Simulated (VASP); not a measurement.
# Cu2B (P4/nmm) in VASP: single point with PBE

Aim: the single point of Cu2B with PBE.

Everything below comes from runs of VASP 6.6.1. Logs are shortened: lines on timing, memory, paths and dates and some standing lists are left out, and cuts for length are marked.

## (1) The cell of the first run

Symmetry: P4/nmm, No. 129, tetragonal system. Conventional cell: a = 3.397 Å, b = 3.397 Å, c = 5.329 Å, α = 90.00°, β = 90.00°, γ = 90.00°. Within 2.9 Å of B (site symmetry 4mm) lie 9 Cu at 2.16 to 2.40 Å. Within 3.0 Å of Cu (site symmetry -4m2) lie 4 B at 2.30 Å and 8 Cu at 2.34 to 2.40 Å. Cu (site symmetry 4mm) has 5 B at 2.16 to 2.40 Å and 4 Cu at 2.34 Å within 2.9 Å.

## (2) Single point, PBE

File POSCAR:

```
Cu2B
1.0
    3.3971750000      0.0000000000      0.0000000000
    0.0000000000      3.3971750000      0.0000000000
    0.0000000000      0.0000000000      5.3289360000
B Cu
2 4
Direct
    0.0000000000      0.5000000000      0.7090000000
    0.5000000000      0.0000000000      0.2910000000
    0.0000000000      0.0000000000      0.0000000000
    0.5000000000      0.5000000000      0.0000000000
    0.0000000000      0.5000000000      0.3030000000
    0.5000000000      0.0000000000      0.6970000000
```

File INCAR.step1:

```
ALGO     = Normal         # electronic algorithm
EDIFF    = 1E-6           # SCF threshold, eV
ENCUT    = 520            # plane-wave cutoff, eV
GGA      = PE             # functional
ISIF     = 2              # what is computed and relaxed
ISMEAR   = -1             # smearing method
LASPH    = True           # aspherical terms in the spheres
LCHARG   = True           # write CHGCAR
LMAXMIX  = 4              # l up to which the mixer works
LREAL    = False          # projectors in reciprocal space
LWAVE    = False          # write WAVECAR
NBANDS   = 34             # bands
NELM     = 80             # most SCF steps
PREC     = Accurate       # precision mode
SIGMA    = 0.0494         # smearing width, eV
```

File KPOINTS.step1:

```
k-points
0
Gamma
  10 10 7
```

File INCAR.step2:

```
ALGO     = Normal         # electronic algorithm
EDIFF    = 1E-6           # SCF threshold, eV
ENCUT    = 520            # plane-wave cutoff, eV
GGA      = PE             # functional
ICHARG   = 11             # starting density
ISIF     = 2              # what is computed and relaxed
ISMEAR   = -5             # smearing method
LASPH    = True           # aspherical terms in the spheres
LCHARG   = False          # write CHGCAR
LMAXMIX  = 4              # l up to which the mixer works
LORBIT   = 10             # projections on sites
LREAL    = False          # projectors in reciprocal space
LWAVE    = False          # write WAVECAR
NEDOS    = 1001           # points of the DOS
NELM     = 80             # most SCF steps
PREC     = Accurate       # precision mode
SIGMA    = 0.0494         # smearing width, eV
```

File KPOINTS.step2:

```
k-points
0
Gamma
  15 15 11
```

Potentials or basis: VASP PAW PBE potentials, release 64 (B, Cu).

Run with:

```console
$ cat potpaw_PBE.64/B/POTCAR potpaw_PBE.64/Cu/POTCAR > POTCAR
$ cp INCAR.step1 INCAR
$ cp KPOINTS.step1 KPOINTS
$ mpirun -np 1 vasp_std > vasp.out
$ cp INCAR.step2 INCAR
$ cp KPOINTS.step2 KPOINTS
$ mpirun -np 1 vasp_std > vasp.out
```

OUTCAR:

```text
EDIFF = 1E-6
   ENCUT = 520
   GGA = PE
   ICHARG = 11
   ISIF = 2
   ISMEAR = -5
   LASPH = True
   LORBIT = 10
   LREAL = False
   NELM = 80
   PREC = Accurate

 ion  position               nearest neighbor table
   1  0.000  0.500  0.709-   5 2.16   4 2.30   3 2.30   3 2.30   4 2.30   6 2.40   6 2.40   6 2.40
                             6 2.40
   2  0.500  0.000  0.291-   6 2.16   4 2.30   3 2.30   4 2.30   3 2.30   5 2.40   5 2.40   5 2.40
                             5 2.40
   3  0.000  0.000  0.000-   1 2.30   2 2.30   1 2.30   2 2.30   5 2.34   5 2.34   6 2.34   6 2.34
                             4 2.40   4 2.40   4 2.40   4 2.40
   4  0.500  0.500  0.000-   1 2.30   2 2.30   2 2.30   1 2.30   5 2.34   6 2.34   6 2.34   5 2.34
                             3 2.40   3 2.40   3 2.40   3 2.40
   5  0.000  0.500  0.303-   1 2.16   3 2.34   4 2.34   3 2.34   4 2.34   2 2.40   2 2.40   2 2.40
                             2 2.40
   6  0.500  0.000  0.697-   2 2.16   3 2.34   4 2.34   4 2.34   3 2.34   1 2.40   1 2.40   1 2.40
                             1 2.40

  LATTYP: Found a simple tetragonal cell.
 ALAT       =     3.3971750000
 C/A-ratio  =     1.5686374708

  Lattice vectors:

 A1 = (   3.3971750000,   0.0000000000,   0.0000000000)
 A2 = (   0.0000000000,   3.3971750000,   0.0000000000)
 A3 = (   0.0000000000,   0.0000000000,   5.3289360000)

Analysis of symmetry for initial positions (statically):
=====================================================================
 Subroutine PRICEL returns:
 Original cell was already a primitive cell.

 Routine SETGRP: Setting up the symmetry group for a
 simple tetragonal supercell.

 Subroutine GETGRP returns: Found 16 space group operations
 (whereof  8 operations were pure point group operations)
 out of a pool of 16 trial point group operations.

The static configuration has the point symmetry D_2d.
 The point group associated with its full space group is D_4h.

Analysis of symmetry for dynamics (positions and initial velocities):
=====================================================================
 Subroutine PRICEL returns:
 Original cell was already a primitive cell.

 Routine SETGRP: Setting up the symmetry group for a
 simple tetragonal supercell.

 Subroutine GETGRP returns: Found 16 space group operations
 (whereof  8 operations were pure point group operations)
 out of a pool of 16 trial point group operations.

The dynamic configuration has the point symmetry D_2d.
 The point group associated with its full space group is D_4h.

 Subroutine INISYM returns: Found 16 space group operations
 (whereof  8 operations are pure point group operations),
 and found     1 'primitive' translations

----------------------------------------------------------------------------------------

                                     Primitive cell

  volume of cell :      61.5002

  direct lattice vectors                    reciprocal lattice vectors
     3.397175000  0.000000000  0.000000000     0.294362227  0.000000000  0.000000000
     0.000000000  3.397175000  0.000000000     0.000000000  0.294362227  0.000000000
     0.000000000  0.000000000  5.328936000     0.000000000  0.000000000  0.187654721

  length of vectors
     3.397175000  3.397175000  5.328936000     0.294362227  0.294362227  0.187654721

  position of ions in fractional coordinates (direct lattice)
     0.000000000  0.500000000  0.709000000
     0.500000000  0.000000000  0.291000000
     0.000000000  0.000000000  0.000000000
     0.500000000  0.500000000  0.000000000
     0.000000000  0.500000000  0.303000000
     0.500000000  0.000000000  0.697000000

  ion indices of the primitive-cell ions
   primitive index   ion index
                 1           1
                 2           2
                 3           3
                 4           4
                 5           5
                 6           6

----------------------------------------------------------------------------------------

 KPOINTS: k-points

Automatic generation of k-mesh.
 Grid dimensions read from file:
 generate k-points for:   15   15   11

 Generating k-lattice:

  Cartesian coordinates                     Fractional coordinates (reciprocal lattice)
     0.019624148  0.000000000  0.000000000     0.066666667  0.000000000  0.000000000
     0.000000000  0.019624148  0.000000000     0.000000000  0.066666667  0.000000000
     0.000000000  0.000000000  0.017059520     0.000000000  0.000000000  0.090909091

  Length of vectors
     0.019624148  0.019624148  0.017059520

  Shift w.r.t. Gamma in fractional coordinates (k-lattice)
     0.000000000  0.000000000  0.000000000

 TETIRR: Found   3686 inequivalent tetrahedra from    14850

 Subroutine IBZKPT returns following result:
 ===========================================

 Found    216 irreducible k-points:

 Following reciprocal coordinates:
            Coordinates               Weight
  0.000000  0.000000  0.000000      1.000000
  0.066667  0.000000  0.000000      4.000000
  0.133333  0.000000  0.000000      4.000000
  0.200000  0.000000  0.000000      4.000000
  0.266667  0.000000  0.000000      4.000000
  0.333333  0.000000  0.000000      4.000000
[... 16 lines left out ...]
  0.266667  0.200000  0.000000      8.000000
  0.333333  0.200000  0.000000      8.000000
 [... further k-points ...]
   k-points           NKPTS =    216   k-points in BZ     NKDIM =    216   number of bands    NBANDS=     30
   number of dos      NEDOS =   1001   number of ions     NIONS =      6
   total plane-waves  NPLWV =  31360
   dimension x,y,z NGX =    28 NGY =   28 NGZ =   40
   dimension x,y,z NGXF=    56 NGYF=   56 NGZF=   80
   ions per type =               2   4
   NGX,Y,Z   is equivalent  to a cutoff of  13.70, 13.70, 12.48 a.u.
   NGXF,Y,Z  is equivalent  to a cutoff of  27.40, 27.40, 24.96 a.u.
 SYSTEM =  unknown system
   PREC   = accura    normal or accurate (medium, high low for compatibility)
   ISTART =      0    job   : 0-new  1-cont  2-samecut
   ICHARG =     11    charge: 1-file 2-atom 10-const
   ISPIN  =      1    spin polarized calculation?
   LNONCOLLINEAR =      F non collinear calculations
   LSORBIT =      F    spin-orbit coupling
   LASPH  =      T    aspherical Exc in radial PAW
   ENCUT  =  520.0 eV  38.22 Ry    6.18 a.u.   6.32  6.32  9.91*2*pi/ulx,y,z
   NELM   =     80;   NELMIN=  2; NELMDL=  0     # of ELM steps
   EDIFF  = 0.1E-05   stopping-criterion for ELM
   LREAL  =      F    real-space projection
   EDIFFG = 0.1E-04   stopping-criterion for IOM
   NSW    =      0    number of steps for IOM
   IBRION =     -1    ionic relax: 0-MD 1-quasi-New 2-CG
   NFREE  =      0    steps in history (QN), initial steepest desc. (CG)
   ISIF   =      2    stress and relaxation
   ISYM   =      2    0-nonsym 1-usesym 2-fastsym
   POTIM  = 0.5000    time-step for ionic-motion
   TEBEG  =    0.0;   TEEND  =   0.0 temperature during run
   PSTRESS=    0.0 pullay stress
   NELECT =      50.0000    total number of electrons
   NUPDOWN=      -1.0000    fix difference up-down
   EMIN   =  10.00;   EMAX   =-10.00  energy-range for DOS
   EFERMI =   0.00;   METHOD = LEGACY
   ISMEAR =    -5;   SIGMA  =   0.05  broadening in eV -4-tet -1-fermi 0-gaus
   EFERMI_NEDOS =   21; number of points for ismear=-14 and -15
   IALGO  =     38    algorithm
   IMIX   =      4    mixing-type and parameters
     AMIX     =   0.40;   BMIX     =  1.00
     AMIX_MAG =   1.60;   BMIX_MAG =  1.00
  volume/ion in A,a.u.               =      10.25        69.17
  Fermi-wavevector in a.u.,A,eV,Ry     =   1.527939  2.887386 31.764134  2.334598
  Thomas-Fermi vector in A             =   2.635766
   LORBIT       =     10    0 simple, 1 ext, 2 COOP (PROOUT), +10 PAW based schemes
   GGA     = PE    functional components
   LHFCALC =     F    Hartree Fock is set to
   AEXX    =    0.0000 exact exchange contribution
   IVDW    =     0    specifies the selected vdW correction
   LEPSILON=     F    determine dielectric tensor
   LRPA    =     F    only Hartree local field effects (RPA)
 non-spin polarized calculation
 Fermi weights with tetrahedron method with Bloechl corrections
  energy-cutoff  :      520.00
  volume of cell :       61.50
 maximum number of plane-waves:      1684
 NGX is ok and might be reduce to    28

 number of electron      50.0000009 magnetization

 Free energy of the ion-electron system (eV)
  ---------------------------------------------------
  ext. energy  EPLUGINS =         0.00000000
  ---------------------------------------------------
  free energy    TOTEN  =       -24.26961837 eV

  energy without entropy =      -24.26961837  energy(sigma->0) =      -24.26961837

 E-fermi :   7.7112     XC(G=0): -12.5762

 val. band max:        7.7463271379   @ k =   0.0667   0.0667   0.3636
 cond. band min:       7.6252327399   @ k =   0.3333   0.2000   0.1818
 fundamental gap:     -0.1210943980
 Fermi energy:         7.7111666673

 k-point     1 :       0.0000    0.0000    0.0000
  band No.  band energies     occupation
      1      -3.9826      2.00000
      2      -0.5048      2.00000
      3       0.9706      2.00000
      4       1.9297      2.00000
      5       2.3446      2.00000
      6       2.3446      2.00000
[... 22 lines left out ...]
     29      12.7772      0.00000
     30      12.9504      0.00000

 k-point     2 :       0.0667    0.0000    0.0000
  band No.  band energies     occupation
      1      -3.9276      2.00000
      2      -0.4779      2.00000
      3       1.0122      2.00000
      4       1.9507      2.00000
      5       2.3356      2.00000
      6       2.3488      2.00000
[... 22 lines left out ...]
     29      12.7992      0.00000
     30      13.1213      0.00000

 k-point     3 :       0.1333    0.0000    0.0000
  band No.  band energies     occupation
      1      -3.7634      2.00000
      2      -0.4020      2.00000
      3       1.1336      2.00000
      4       2.0057      2.00000
      5       2.3124      2.00000
      6       2.3650      2.00000
[... 22 lines left out ...]
     29      12.8630      0.00000
     30      13.4843      0.00000

 k-point     4 :       0.2000    0.0000    0.0000
  band No.  band energies     occupation
      1      -3.4930      2.00000
      2      -0.2943      2.00000
      3       1.3228      2.00000
      4       2.0590      2.00000
      5       2.2856      2.00000
      6       2.3974      2.00000
[... 616 lines left out ...]
     29      13.7745      0.00000
     30      14.1825      0.00000

 k-point    23 :       0.2667    0.2000    0.0000
  band No.  band energies     occupation
      1      -2.6633      2.00000
      2      -0.0456      2.00000
      3       1.7315      2.00000
      4       2.0128      2.00000
      5       2.2461      2.00000
      6       2.5268      2.00000
[... 22 lines left out ...]
     29      13.2544      0.00000
     30      14.1643      0.00000

 k-point    24 :       0.3333    0.2000    0.0000
  band No.  band energies     occupation
      1      -2.2206      2.00000
      2      -0.0480      2.00000
      3       1.7502      2.00000
      4       1.9579      2.00000
      5       2.1217      2.00000
      6       2.6232      2.00000
[... 22 lines left out ...]
     29      12.7915      0.00000
     30      13.9720      0.00000

 [... further k-points ...]
[... 5 lines left out ...]
  --------------------------------------------------------------------------------------
  -------------------------------------------------------------------------------------
  Total        2.4500508      2.4500508      4.4053755      0.0000000      0.0000000      0.0000000
  in kB       63.8277204     63.8277204    114.7670366      0.0000000      0.0000000      0.0000000
  external PRESSURE =      80.8074925 kB  Pullay stress =       0.0000000 kB

 VOLUME and BASIS-vectors are now :
 -----------------------------------------------------------------------------
  energy-cutoff  :      520.00
  volume of cell :       61.50
      direct lattice vectors                 reciprocal lattice vectors
     3.397175000  0.000000000  0.000000000     0.294362227  0.000000000  0.000000000
     0.000000000  3.397175000  0.000000000     0.000000000  0.294362227  0.000000000
     0.000000000  0.000000000  5.328936000     0.000000000  0.000000000  0.187654721

 POSITION                                       TOTAL-FORCE (eV/Angst)
 -----------------------------------------------------------------------------------
      0.00000      1.69859      3.77822         0.000000      0.000000      0.758893
      1.69859      0.00000      1.55072         0.000000      0.000000     -0.758893
      0.00000      0.00000      0.00000         0.000000      0.000000      0.000000
      1.69859      1.69859      0.00000        -0.000000     -0.000000      0.000000
      0.00000      1.69859      1.61467         0.000000      0.000000      3.388087
      1.69859      0.00000      3.71427        -0.000000      0.000000     -3.388087
 -----------------------------------------------------------------------------------
    total drift:                               -0.000000      0.000000      0.000000

  FREE ENERGIE OF THE ION-ELECTRON SYSTEM (eV)
  ---------------------------------------------------
  free  energy   TOTEN  =       -24.2696183672 eV

  energy  without entropy=      -24.2696183672  energy(sigma->0) =      -24.26961837

 total charge

# of ion       s       p       d       tot
------------------------------------------
    1        0.697   0.878   0.000   1.575
    2        0.697   0.878   0.000   1.575
    3        0.495   0.596   9.167  10.257
    4        0.495   0.596   9.167  10.257
    5        0.467   0.460   9.142  10.069
    6        0.467   0.460   9.142  10.069
--------------------------------------------------
tot          3.319   3.866  36.617  43.802
```

It took 7.3 min on 1 thread of Intel Xeon Platinum 8259CL at 2.50GHz (Skylake/Cascade Lake), shared host; peak memory 0.41 GiB.

What came out:

| Property | Result |
| --- | --- |
| Valence electrons inside the program's atomic spheres | B 1.57; Cu 10.26, 10.07 (each value once) |
